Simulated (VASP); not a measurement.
# Li (Pm-3m) in VASP: notebook

The runs below take Li through single point, with PBEsol.

All numbers are computed with VASP 6.6.1; they aren't measurements. Logs are shortened: lines on timing, memory, paths and dates and some standing lists are left out, and cuts for length are marked.

**1. The cell of the first run**

Symmetry: Pm-3m, No. 221, cubic system. Conventional cell: a = 2.616 Å, b = 2.616 Å, c = 2.616 Å, α = 90.00°, β = 90.00°, γ = 90.00°. Li (site symmetry m-3m) has 6 Li at 2.62 Å within 3.5 Å.

This isn't the form of Li at room conditions, which is bcc.

**2. Single point, PBEsol (17.89 Å³/atom)**

INCAR reads:

```
SYSTEM = Li
  PREC = Accurate
  ENCUT = 520
  EDIFF = 1E-6
  ISMEAR = -1
  SIGMA = 0.1
  LREAL = .FALSE.
  LASPH = .TRUE.
  NELM = 100
  ALGO = Normal
  ISIF = 2
  LWAVE = .FALSE.
  LCHARG = .TRUE.
  GGA = PS
  LELF = .TRUE.
  LVHAR = .TRUE.
  NBANDS = 8
```

KPOINTS reads:

```
Automatic mesh
0
G
  13 13 13
  0 0 0
```

POSCAR reads:

```
Li
1.0
    2.6155329916      0.0000000000      0.0000000000
    0.0000000000      2.6155329916      0.0000000000
    0.0000000000      0.0000000000      2.6155329916
Li
1
Direct
    0.0000000000      0.0000000000      0.0000000000
```

Potentials or basis: VASP PAW PBE potentials, release 64 (Li_sv).

The run is started by

```
$ cat potpaw_PBE.64/Li_sv/POTCAR > POTCAR
$ mpirun -np 1 vasp_std > vasp.out
```

OUTCAR:

```text
SYSTEM = Li
   PREC = Accurate
   ENCUT = 520
   EDIFF = 1E-6
   ISMEAR = -1
   LREAL = .FALSE.
   LASPH = .TRUE.
   NELM = 100
   ISIF = 2
   GGA = PS

 ion  position               nearest neighbor table
   1  0.000  0.000  0.000-

  LATTYP: Found a simple cubic cell.
 ALAT       =     2.6155329916

  Lattice vectors:

 A1 = (   2.6155329916,   0.0000000000,   0.0000000000)
 A2 = (   0.0000000000,   2.6155329916,   0.0000000000)
 A3 = (   0.0000000000,   0.0000000000,   2.6155329916)

Analysis of symmetry for initial positions (statically):
=====================================================================
 Subroutine PRICEL returns:
 Original cell was already a primitive cell.

 Routine SETGRP: Setting up the symmetry group for a
 simple cubic supercell.

 Subroutine GETGRP returns: Found 48 space group operations
 (whereof 48 operations were pure point group operations)
 out of a pool of 48 trial point group operations.

The static configuration has the point symmetry O_h .

Analysis of symmetry for dynamics (positions and initial velocities):
=====================================================================
 Subroutine PRICEL returns:
 Original cell was already a primitive cell.

 Routine SETGRP: Setting up the symmetry group for a
 simple cubic supercell.

 Subroutine GETGRP returns: Found 48 space group operations
 (whereof 48 operations were pure point group operations)
 out of a pool of 48 trial point group operations.

The dynamic configuration has the point symmetry O_h .

 Subroutine INISYM returns: Found 48 space group operations
 (whereof 48 operations are pure point group operations),
 and found     1 'primitive' translations

----------------------------------------------------------------------------------------

                                     Primitive cell

  volume of cell :      17.8929

  direct lattice vectors                    reciprocal lattice vectors
     2.615532992  0.000000000  0.000000000     0.382331251  0.000000000  0.000000000
     0.000000000  2.615532992  0.000000000     0.000000000  0.382331251  0.000000000
     0.000000000  0.000000000  2.615532992     0.000000000  0.000000000  0.382331251

  length of vectors
     2.615532992  2.615532992  2.615532992     0.382331251  0.382331251  0.382331251

  position of ions in fractional coordinates (direct lattice)
     0.000000000  0.000000000  0.000000000

  ion indices of the primitive-cell ions
   primitive index   ion index
                 1           1

----------------------------------------------------------------------------------------

 KPOINTS: Automatic mesh

Automatic generation of k-mesh.
 Grid dimensions read from file:
 generate k-points for:   13   13   13

 Generating k-lattice:

  Cartesian coordinates                     Fractional coordinates (reciprocal lattice)
     0.029410096  0.000000000  0.000000000     0.076923077  0.000000000  0.000000000
     0.000000000  0.029410096  0.000000000     0.000000000  0.076923077  0.000000000
     0.000000000  0.000000000  0.029410096     0.000000000  0.000000000  0.076923077

  Length of vectors
     0.029410096  0.029410096  0.029410096

  Shift w.r.t. Gamma in fractional coordinates (k-lattice)
     0.000000000  0.000000000  0.000000000

 Subroutine IBZKPT returns following result:
 ===========================================

 Found     84 irreducible k-points:

 Following reciprocal coordinates:
            Coordinates               Weight
  0.000000  0.000000  0.000000      1.000000
  0.076923  0.000000  0.000000      6.000000
  0.153846  0.000000  0.000000      6.000000
  0.230769  0.000000  0.000000      6.000000
  0.307692  0.000000  0.000000      6.000000
  0.384615  0.000000  0.000000      6.000000
[... 16 lines left out ...]
  0.307692  0.307692  0.000000     12.000000
  0.384615  0.307692  0.000000     24.000000
 [... further k-points ...]
   k-points           NKPTS =     84   k-points in BZ     NKDIM =     84   number of bands    NBANDS=      8
   number of dos      NEDOS =    301   number of ions     NIONS =      1
   total plane-waves  NPLWV =   8000
   dimension x,y,z NGX =    20 NGY =   20 NGZ =   20
   dimension x,y,z NGXF=    40 NGYF=   40 NGZF=   40
   ions per type =               1
   NGX,Y,Z   is equivalent  to a cutoff of  12.71, 12.71, 12.71 a.u.
   NGXF,Y,Z  is equivalent  to a cutoff of  25.42, 25.42, 25.42 a.u.
 SYSTEM =  Li
   PREC   = accura    normal or accurate (medium, high low for compatibility)
   ISTART =      0    job   : 0-new  1-cont  2-samecut
   ICHARG =      2    charge: 1-file 2-atom 10-const
   ISPIN  =      1    spin polarized calculation?
   LNONCOLLINEAR =      F non collinear calculations
   LSORBIT =      F    spin-orbit coupling
   LASPH  =      T    aspherical Exc in radial PAW
   ENCUT  =  520.0 eV  38.22 Ry    6.18 a.u.   4.86  4.86  4.86*2*pi/ulx,y,z
   NELM   =    100;   NELMIN=  2; NELMDL= -5     # of ELM steps
   EDIFF  = 0.1E-05   stopping-criterion for ELM
   LREAL  =      F    real-space projection
   EDIFFG = 0.1E-04   stopping-criterion for IOM
   NSW    =      0    number of steps for IOM
   IBRION =     -1    ionic relax: 0-MD 1-quasi-New 2-CG
   NFREE  =      0    steps in history (QN), initial steepest desc. (CG)
   ISIF   =      2    stress and relaxation
   ISYM   =      2    0-nonsym 1-usesym 2-fastsym
   POTIM  = 0.5000    time-step for ionic-motion
   TEBEG  =    0.0;   TEEND  =   0.0 temperature during run
   PSTRESS=    0.0 pullay stress
   NELECT =       3.0000    total number of electrons
   NUPDOWN=      -1.0000    fix difference up-down
   EMIN   =  10.00;   EMAX   =-10.00  energy-range for DOS
   EFERMI =   0.00;   METHOD = LEGACY
   ISMEAR =    -1;   SIGMA  =   0.10  broadening in eV -4-tet -1-fermi 0-gaus
   EFERMI_NEDOS =   21; number of points for ismear=-14 and -15
   IALGO  =     38    algorithm
   IMIX   =      4    mixing-type and parameters
     AMIX     =   0.40;   BMIX     =  1.00
     AMIX_MAG =   1.60;   BMIX_MAG =  1.00
  volume/ion in A,a.u.               =      17.89       120.75
  Fermi-wavevector in a.u.,A,eV,Ry     =   0.902724  1.705901 11.087535  0.814911
  Thomas-Fermi vector in A             =   2.025963
   LORBIT       =      0    0 simple, 1 ext, 2 COOP (PROOUT), +10 PAW based schemes
   GGA     = PS    functional components
   LHFCALC =     F    Hartree Fock is set to
   AEXX    =    0.0000 exact exchange contribution
   IVDW    =     0    specifies the selected vdW correction
   LEPSILON=     F    determine dielectric tensor
   LRPA    =     F    only Hartree local field effects (RPA)
 non-spin polarized calculation
  energy-cutoff  :      520.00
  volume of cell :       17.89
 maximum number of plane-waves:       494
 NGX is ok and might be reduce to    20
   NGX =  9   NGY =  9   NGZ =  9

 number of electron       2.9999991 magnetization

 Free energy of the ion-electron system (eV)
  ---------------------------------------------------
  ext. energy  EPLUGINS =         0.00000000
  ---------------------------------------------------
  free energy    TOTEN  =        -1.83967622 eV

  energy without entropy =       -1.82904543  energy(sigma->0) =       -1.83436083

 E-fermi :   0.9682     XC(G=0):  -7.3282

 val. band max:        0.8652438009   @ k =   0.3846   0.2308   0.1538
 cond. band min:       1.0000332575   @ k =   0.4615   0.1538   0.1538
 fundamental gap:      0.1347894566
 Fermi energy:         0.9682028271

 k-point     1 :       0.0000    0.0000    0.0000
  band No.  band energies     occupation
      1     -45.0413      2.00000
      2      -2.6780      2.00000
      3      14.0301      0.00000
      4      14.0301      0.00000
      5      14.0301      0.00000
      6      16.5191      0.00000
      7      16.5191      0.00000
      8      23.6379      0.00000

 k-point     2 :       0.0769    0.0000    0.0000
  band No.  band energies     occupation
      1     -45.0393      2.00000
      2      -2.5864      2.00000
      3      12.3763      0.00000
      4      14.1444      0.00000
      5      14.1444      0.00000
      6      16.6466      0.00000
      7      18.3246      0.00000
      8      23.5491      0.00000

 k-point     3 :       0.1538    0.0000    0.0000
  band No.  band energies     occupation
      1     -45.0338      2.00000
      2      -2.3135      2.00000
      3      10.1002      0.00000
      4      14.4836      0.00000
      5      14.4836      0.00000
      6      17.0284      0.00000
      7      20.7953      0.00000
      8      23.5568      0.00000

 k-point     4 :       0.2308    0.0000    0.0000
  band No.  band energies     occupation
      1     -45.0259      2.00000
      2      -1.8663      2.00000
      3       7.9882      0.00000
      4      15.0332      0.00000
      5      15.0332      0.00000
      6      17.6616      0.00000
      7      21.6903      0.00000
      8      25.1109      0.00000

 k-point     5 :       0.3077    0.0000    0.0000
  band No.  band energies     occupation
      1     -45.0176      2.00000
      2      -1.2652      2.00000
      3       6.1273      0.00000
      4      15.7566      0.00000
      5      15.7566      0.00000
      6      18.5375      0.00000
      7      21.3763      0.00000
      8      25.6359      0.00000

 k-point     6 :       0.3846    0.0000    0.0000
  band No.  band energies     occupation
      1     -45.0105      2.00000
      2      -0.5684      2.00000
      3       4.5893      0.00000
      4      16.5580      0.00000
      5      16.5580      0.00000
      6      19.6265      0.00000
      7      20.9933      0.00000
      8      23.8516      0.00000

 k-point     7 :       0.4615    0.0000    0.0000
  band No.  band energies     occupation
      1     -45.0066      2.00000
      2       0.0201      1.99985
      3       3.5795      0.00000
      4      17.1796      0.00000
      5      17.1796      0.00000
      6      20.7539      0.00000
      7      20.7691      0.00000
      8      22.7347      0.00000

 k-point     8 :       0.0769    0.0769    0.0000
  band No.  band energies     occupation
      1     -45.0373      2.00000
      2      -2.4941      2.00000
      3      11.9838      0.00000
      4      13.1198      0.00000
      5      14.2587      0.00000
      6      17.7392      0.00000
      7      19.0495      0.00000
      8      23.4170      0.00000

 k-point     9 :       0.1538    0.0769    0.0000
  band No.  band energies     occupation
      1     -45.0318      2.00000
      2      -2.2191      2.00000
      3      10.0666      0.00000
      4      13.1618      0.00000
      5      14.5975      0.00000
      6      18.3646      0.00000
      7      21.2139      0.00000
      8      23.2872      0.00000

 k-point    10 :       0.2308    0.0769    0.0000
  band No.  band energies     occupation
      1     -45.0239      2.00000
      2      -1.7683      2.00000
      3       8.0158      0.00000
      4      13.6877      0.00000
      5      15.1461      0.00000
      6      18.9904      0.00000
      7      21.6290      0.00000
      8      24.8886      0.00000
[... 78 lines left out ...]
 k-point    18 :       0.4615    0.1538    0.0000
  band No.  band energies     occupation
      1     -44.9995      2.00000
      2       0.5106      1.97961
      3       3.7598      0.00000
      4      14.3805      0.00000
      5      16.2606      0.00000
      6      17.5957      0.00000
      7      22.4122      0.00000
      8      23.2422      0.00000

 k-point    19 :       0.2308    0.2308    0.0000
  band No.  band energies     occupation
      1     -45.0109      2.00000
      2      -0.9978      2.00000
      3       7.5114      0.00000
      4      10.8429      0.00000
      5      16.0204      0.00000
      6      18.7043      0.00000
      7      22.1068      0.00000
      8      26.8645      0.00000

 k-point    20 :       0.3077    0.2308    0.0000
  band No.  band energies     occupation
      1     -45.0028      2.00000
      2      -0.3493      2.00000
      3       6.3281      0.00000
      4      10.9011      0.00000
      5      16.7270      0.00000
      6      16.9990      0.00000
      7      22.5605      0.00000
      8      26.5448      0.00000

 k-point    21 :       0.3846    0.2308    0.0000
  band No.  band energies     occupation
      1     -44.9961      2.00000
      2       0.4200      1.99171
      3       4.9835      0.00000
      4      11.5878      0.00000
      5      15.3563      0.00000
      6      17.5011      0.00000
      7      22.8791      0.00000
      8      24.9229      0.00000

 k-point    22 :       0.4615    0.2308    0.0000
  band No.  band energies     occupation
      1     -44.9922      2.00000
      2       1.1160      0.37154
      3       3.9632      0.00000
      4      12.6046      0.00000
      5      13.8872      0.00000
      6      18.0908      0.00000
      7      23.0358      0.00000
      8      23.8723      0.00000

 k-point    23 :       0.3077    0.3077    0.0000
  band No.  band energies     occupation
      1     -44.9949      2.00000
      2       0.3356      1.99643
      3       5.9849      0.00000
      4      10.0346      0.00000
      5      15.1198      0.00000
      6      17.4165      0.00000
      7      23.1750      0.00000
      8      26.7128      0.00000

 k-point    24 :       0.3846    0.3077    0.0000
  band No.  band energies     occupation
      1     -44.9883      2.00000
      2       1.1577      0.26125
      3       5.1192      0.00000
      4      10.0958      0.00000
      5      13.4763      0.00000
      6      18.1634      0.00000
      7      23.6233      0.00000
      8      25.6836      0.00000

 [... further k-points ...]

------------------------ aborting loop because EDIFF is reached ----------------------------------------

  FORCE on cell =-STRESS in cart. coord.  units (eV):
  Direction    XX          YY          ZZ          XY          YZ          ZX
  --------------------------------------------------------------------------------------
  -------------------------------------------------------------------------------------
  Total        0.2067867      0.2067867      0.2067867      0.0000000      0.0000000     -0.0000000
  in kB       18.5162315     18.5162315     18.5162315      0.0000000      0.0000000     -0.0000000
  external PRESSURE =      18.5162315 kB  Pullay stress =       0.0000000 kB

 VOLUME and BASIS-vectors are now :
 -----------------------------------------------------------------------------
  energy-cutoff  :      520.00
  volume of cell :       17.89
      direct lattice vectors                 reciprocal lattice vectors
     2.615532992  0.000000000  0.000000000     0.382331251  0.000000000  0.000000000
     0.000000000  2.615532992  0.000000000     0.000000000  0.382331251  0.000000000
     0.000000000  0.000000000  2.615532992     0.000000000  0.000000000  0.382331251

 POSITION                                       TOTAL-FORCE (eV/Angst)
 -----------------------------------------------------------------------------------
      0.00000      0.00000      0.00000         0.000000      0.000000      0.000000
 -----------------------------------------------------------------------------------
    total drift:                                0.000000      0.000000      0.000000

  FREE ENERGIE OF THE ION-ELECTRON SYSTEM (eV)
  ---------------------------------------------------
  free  energy   TOTEN  =        -1.8396762169 eV

  energy  without entropy=       -1.8290454349  energy(sigma->0) =       -1.83436083
```

Run time: 11 s. Hardware: 1 thread of Intel Xeon 8259CL, shared host; peak memory 0.12 GiB.

Results:

| Property | Result |
| --- | --- |
| Free energy | -1.8397 eV |
| Band gap on the k mesh | zero (an odd number of electrons rules out a gap without spin polarisation) |

Caveat: the cutoff is under 1.25 times the usual one of these potentials, so pressure, stress and relaxed cells hold a basis-set (Pulay) error; the PAW data sets were made with another functional, which shifts forces and pressure a little.

**3. Single point, PBEsol (18.71 Å³/atom)**

This run uses another cell than the first one, of 18.71 Å³/atom.

INCAR reads:

```
SYSTEM = Li
ALGO = Normal ; EDIFF = 1E-6
ENCUT = 520 ; GGA = PS
ISIF = 2 ; ISMEAR = -1
LASPH = .TRUE. ; LCHARG = .FALSE.
LREAL = .FALSE. ; LWAVE = .FALSE.
NBANDS = 8 ; NELM = 60
PREC = Accurate ; SIGMA = 0.1
```

KPOINTS reads:

```
k-points
0
G
  13 13 13
  0 0 0
```

POSCAR reads:

```
Li
1.0
    2.6545765536      0.0000000000      0.0000000000
    0.0000000000      2.6545765536      0.0000000000
    0.0000000000      0.0000000000      2.6545765536
Li
1
Direct
    0.0000000000      0.0000000000      0.0000000000
```

Potentials or basis: VASP PAW PBE potentials, release 64 (Li_sv).

The run is started by

```
$ cat potpaw_PBE.64/Li_sv/POTCAR > POTCAR
$ mpirun -np 1 vasp_std > vasp.out
```

Wall time 11 s (1 thread of Intel Xeon 8259CL, shared host); peak memory 0.12 GiB.

The run converged. Its results:

* Free energy: -1.8479 eV
* Band gap on the k mesh: zero (an odd number of electrons rules out a gap without spin polarisation)

Levels at points of the mesh, in eV from the Fermi level:
| k point | band 1 | band 2 | band 3 | band 4 | band 5 | band 6 |
| --- | --- | --- | --- | --- | --- | --- |
| (0.00, 0.00, 0.00) | -46.07 | -3.60 | 12.68 | 12.68 | 12.68 | 15.12 |

Caveat: the cutoff is under 1.25 times the usual one of these potentials, so pressure, stress and relaxed cells hold a basis-set (Pulay) error; the PAW data sets were made with another functional, which shifts forces and pressure a little.
